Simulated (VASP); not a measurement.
# SiB (P-6m2) in VASP: a series of runs, part 2 of 2

VASP 6.6.1.

## Step 3: Relaxation of cell and atoms, PBE

This run uses another cell than the first one, of 10.63 Å³/atom, 0.989 times its volume.

INCAR reads:

```
PREC = Accurate
ENCUT = 600
EDIFF = 1E-7
ISMEAR = 0
SIGMA = 0.1
LREAL = False
LASPH = True
NELM = 100
ALGO = Normal
ISIF = 3
LWAVE = False
LCHARG = False
GGA = PE
IBRION = 2
NSW = 100
EDIFFG = -0.01
```

KPOINTS reads:

```
Automatic mesh
0
Gamma
  24 24 18
```

POSCAR reads:

```
SiB
1.0
    2.8745579017      0.0000000000      0.0000000000
   -1.4372789509      2.4894401675      0.0000000000
    0.0000000000      0.0000000000      2.9699095174
Si B
1 1
Direct
    0.3333333333      0.6666666667      0.5000000000
    0.0000000000      0.0000000000      0.0000000000
```

Potentials or basis: VASP PAW PBE potentials, release 64 (Si, B).

Run with:

```
> cat potpaw_PBE.64/Si/POTCAR potpaw_PBE.64/B/POTCAR > POTCAR
> mpirun -np 1 vasp_std > vasp.out
```

Run time: 6.9 min. Hardware: 1 thread of Intel Xeon Platinum 8488C (Sapphire Rapids), shared host; peak memory 0.24 GiB.

The run converged. Its results:

* Free energy: -10.6429 eV
* Relaxed volume: 10.73 Å³/atom
* Relaxed cell: a = 3.197 Å, b = 3.197 Å, c = 2.426 Å, α = 90.00°, β = 90.00°, γ = 120.00°
* Space group after relaxing (to 0.05 Å): P-6m2 (No. 187)
* Energy gained by relaxing: 210.5 meV/atom
* Ionic steps: 13
* Pressure after relaxing: 0.1 GPa

Stress tensor (GPa, compression positive):
```
 0.13  0.00  0.00
 0.00  0.13  0.00
 0.00  0.00 -0.04
```

The path:
| step | energy change (eV) | largest force (eV/Å) | pressure (GPa) | volume (Å³) |
| --- | --- | --- | --- | --- |
| 1 | 0.0000 | 0.0000 | -0.20 | 21.25 |
| 2 | -0.0157 | 0.0000 | 0.80 | 21.21 |
| 3 | -0.0916 | 0.0000 | 3.34 | 21.02 |
| 4 | -0.3632 | 0.0000 | 7.77 | 20.40 |
| 5 | 2.0162 | 0.0000 | 70.34 | 18.09 |
| 6 | -0.3811 | 0.0000 | 9.04 | 20.28 |
| 7 | -0.3812 | 0.0000 | 10.26 | 20.17 |
| 8 | -0.3851 | 0.0000 | 9.69 | 20.26 |
| 9 | -0.3855 | 0.0000 | 9.42 | 20.30 |
| 10 | -0.3917 | 0.0000 | 8.49 | 20.40 |
| 11 | -0.4066 | 0.0000 | 5.81 | 20.71 |
| 12 | -0.4206 | 0.0000 | 0.94 | 21.34 |
| 13 | -0.4209 | 0.0000 | 0.07 | 21.47 |

Final structure:
```xyz
2
Lattice="3.1968 0.0000 0.0000 -1.5984 2.7685 0.0000 0.0000 0.0000 2.4256" Properties=species:S:1:pos:R:3 pbc="T T T"
Si    0.0000    1.8457    1.2128
B     0.0000    0.0000    0.0000
```

Levels at points of the mesh, in eV from the Fermi level:
| k point | band 1 | band 2 | band 3 | band 4 | band 5 | band 6 | band 7 |
| --- | --- | --- | --- | --- | --- | --- | --- |
| (0.00, 0.00, 0.00) | -15.10 | -1.20 | -1.20 | 3.18 | 3.97 | 3.97 | 4.38 |
| (0.50, 0.00, 0.00) | -11.62 | -9.90 | -3.57 | 0.77 | 6.05 | 11.61 | 11.79 |
| (0.00, 0.00, 0.50) | -9.48 | -9.39 | 2.63 | 2.63 | 6.39 | 6.39 | 7.31 |
| (0.50, 0.00, 0.50) | -6.58 | -6.35 | -4.20 | -3.18 | 0.74 | 3.80 | 6.00 |

## Step 4: Single point, PBE

This run uses another cell than the first one, of 10.63 Å³/atom, 0.989 times its volume.

INCAR reads:

```
SYSTEM = SiB
PREC = Accurate
ENCUT = 520
EDIFF = 1E-6
ISMEAR = 0
SIGMA = 0.1
LREAL = .False.
LASPH = .True.
NELM = 100
ALGO = Normal
ISIF = 2
LWAVE = .False.
LCHARG = .False.
GGA = PE
NBANDS = 10
```

KPOINTS reads:

```
regular mesh
0
Gamma
  9 9 6
  0 0 0
```

POSCAR is that of step 3.

Run with:

```
> cat potpaw_PBE.64/Si/POTCAR potpaw_PBE.64/B/POTCAR > POTCAR
> mpirun -np 1 vasp_std > vasp.out
```

Wall time 5.9 s (1 thread of Intel Xeon Platinum 8488C (Sapphire Rapids), shared host); peak memory 0.13 GiB.

It converged, with:

| Quantity | Value |
| --- | --- |
| Free energy | -10.2248 eV |
| Pressure | 0.2 GPa |

Stress tensor (GPa, compression positive):
```
 0.28  0.00  0.00
 0.00  0.28  0.00
 0.00  0.00 -0.07
```

Levels at points of the mesh, in eV from the Fermi level:
| k point | band 1 | band 2 | band 3 | band 4 | band 5 | band 6 |
| --- | --- | --- | --- | --- | --- | --- |
| (0.00, 0.00, 0.00) | -14.60 | -1.63 | 2.70 | 2.70 | 2.75 | 7.84 |
| (0.00, 0.00, 0.50) | -11.20 | -10.37 | 4.61 | 4.61 | 8.69 | 8.69 |

## Step 5: Relaxation of cell and atoms, PBE

This run uses another cell than the first one, of 10.52 Å³/atom, 0.979 times its volume.

INCAR reads:

```
ALGO = Normal
EDIFF = 1E-7
EDIFFG = -0.04
ENCUT = 600
GGA = PE
IBRION = 2
ISIF = 3
ISMEAR = 0
LASPH = True
LCHARG = False
LREAL = False
LWAVE = False
NELM = 100
NSW = 90
PREC = Accurate
SIGMA = 0.1
```

KPOINTS reads:

```
k-points
0
Gamma
  9 9 6
```

POSCAR reads:

```
SiB
1.0
    2.8232646851      0.0000000000      0.0000000000
   -1.4116323426      2.4450189389      0.0000000000
    0.0000000000      0.0000000000      3.0486472842
Si B
1 1
Direct
    0.3333333333      0.6666666667      0.5000000000
    0.0000000000      0.0000000000      0.0000000000
```

Potentials or basis: VASP PAW PBE potentials, release 64 (Si, B).

Run with:

```
> cat potpaw_PBE.64/Si/POTCAR potpaw_PBE.64/B/POTCAR > POTCAR
> mpirun -np 1 vasp_std > vasp.out
```

OUTCAR:

```text
EDIFF = 1E-7
   EDIFFG = -0.04
   ENCUT = 600
   GGA = PE
   IBRION = 2
   ISIF = 3
   ISMEAR = 0
   LASPH = True
   LREAL = False
   NELM = 100
   NSW = 90
   PREC = Accurate

 ion  position               nearest neighbor table
   1  0.333  0.667  0.500-   2 2.23   2 2.23   2 2.23   2 2.23   2 2.23   2 2.23
   2  0.000  0.000  0.000-   1 2.23   1 2.23   1 2.23   1 2.23   1 2.23   1 2.23

  LATTYP: Found a hexagonal cell.
 ALAT       =     2.8232646851
 C/A-ratio  =     1.0798304885

  Lattice vectors:

 A1 = (   2.8232646851,   0.0000000000,   0.0000000000)
 A2 = (  -1.4116323426,   2.4450189389,   0.0000000000)
 A3 = (   0.0000000000,   0.0000000000,   3.0486472842)

Analysis of symmetry for initial positions (statically):
[... 332 lines left out ...]
 cond. band min:       8.7918188938   @ k =   0.4444   0.0000   0.1667
 fundamental gap:      0.1334551429
 Fermi energy:         8.6916795682

 k-point     1 :       0.0000    0.0000    0.0000
  band No.  band energies     occupation
      1      -5.8663      2.00000
      2       6.9914      2.00000
      3      11.3318      0.00000
      4      11.4758      0.00000
      5      11.4758      0.00000
      6      16.6118      0.00000
      7      16.6118      0.00000
[... 221 lines left out ...]
 k-point    24 :       0.3333    0.3333    0.1667
  band No.  band energies     occupation
      1       1.1150      2.00000
      2       1.1963      2.00000
      3       3.1485      2.00000
      4       9.3129      0.00000
      5      11.5542      0.00000
      6      13.3591      0.00000
      7      19.8716      0.00000

 [... further k-points ...]

------------------------ aborting loop because EDIFF is reached ----------------------------------------

  FORCE on cell =-STRESS in cart. coord.  units (eV):
  Direction    XX          YY          ZZ          XY          YZ          ZX
  --------------------------------------------------------------------------------------
  -------------------------------------------------------------------------------------
  Total       -0.0742609     -0.0742609     -0.0040468      0.0000000      0.0000000     -0.0000000
  in kB       -5.5840340     -5.5840340     -0.3043013      0.0000000      0.0000000     -0.0000000
  external PRESSURE =      -3.8241231 kB  Pullay stress =       0.0000000 kB
[... 17 lines left out ...]
  FREE ENERGIE OF THE ION-ELECTRON SYSTEM (eV)
  ---------------------------------------------------
  free  energy   TOTEN  =       -10.2254227978 eV

  energy  without entropy=      -10.2221874368  energy(sigma->0) =      -10.22380512

 reached required accuracy - stopping structural energy minimisation
```

CONTCAR:

```text
SiB
   1.00000000000000
     2.8713887344471192   -0.0000000000009949   -0.0000000000000000
    -1.4356943672752738    2.4866955881678696   -0.0000000000000000
    -0.0000000000000000   -0.0000000000000000    2.9840645950995173
  Si              B
     1     1
Direct
     0.3333333332999970    0.6666666667000030    0.5000000000000000
     0.0000000000000000    1.0000000000000000    1.0000000000000000

  0.00000000E+00  0.00000000E+00  0.00000000E+00
  0.00000000E+00  0.00000000E+00  0.00000000E+00
```

It took 19 s on 1 thread of Intel Xeon Platinum 8488C (Sapphire Rapids), shared host; peak memory 0.13 GiB.

What came out:

```yaml
Free_energy: -10.2254 eV
Relaxed_volume: 10.65 Å³/atom
Relaxed_cell: a = 2.871 Å, b = 2.871 Å, c = 2.984 Å, α = 90.00°, β = 90.00°, γ = 120.00°
Space_group_after_relaxing_to_0.05_Å: P-6m2 (No. 187)
Energy_gained_by_relaxing: 6.5 meV/atom
Ionic_steps: 5
Pressure_after_relaxing: -0.4 GPa
```

Stress tensor (GPa, compression positive):
```
-0.56  0.00  0.00
 0.00 -0.56  0.00
 0.00  0.00 -0.03
```

The path:
```
step  energy change (eV)  largest force (eV/Å)  pressure (GPa)  volume (Å³)
   1              0.0000                0.0000           -0.46        21.04
   2             -0.0113                0.0000            1.79        20.95
   3             -0.0112                0.0000            2.02        20.93
   4             -0.0113                0.0000            1.91        20.94
   5             -0.0129                0.0000           -0.38        21.31
```

Final structure:
```cif
data_structure
_symmetry_space_group_name_H-M 'P 1'
_symmetry_Int_Tables_number 1
_cell_length_a 2.8714
_cell_length_b 2.8714
_cell_length_c 2.9841
_cell_angle_alpha 90.000
_cell_angle_beta 90.000
_cell_angle_gamma 120.000
_cell_volume 21.31
loop_
_atom_site_label
_atom_site_type_symbol
_atom_site_fract_x
_atom_site_fract_y
_atom_site_fract_z
_atom_site_occupancy
Si1 Si 0.33333 0.66667 0.50000 1
B1 B 0.00000 0.00000 0.00000 1
```

## Step 6: Summary

```tsv
task	cell	k mesh	cutoff (eV)	gap on the mesh (eV)	pressure (GPa)	relaxed volume (Å³/atom)
single point	a = 3.198, b = 3.198, c = 2.426 Å, angles 90.0, 90.0, 120.0°, 2 atoms	24 × 24 × 18	520	none	-0.1	-
relaxation of cell and atoms	relaxed from a = 2.875, b = 2.875, c = 2.970 Å, angles 90.0, 90.0, 120.0°, 2 atoms	24 × 24 × 18	600	none	0.1	10.73
single point	a = 2.875, b = 2.875, c = 2.970 Å, angles 90.0, 90.0, 120.0°, 2 atoms	9 × 9 × 6	520	none	0.2	-
relaxation of cell and atoms	relaxed from a = 2.823, b = 2.823, c = 3.049 Å, angles 90.0, 90.0, 120.0°, 2 atoms	9 × 9 × 6	600	none	-0.4	10.65
```

Alike in all rows: level PBE; potentials or basis VASP PAW PBE potentials, release 64 (Si, B); no spin polarisation; smearing gaussian 0.1 eV.

Absolute energies hang on the potentials; compare differences alone.
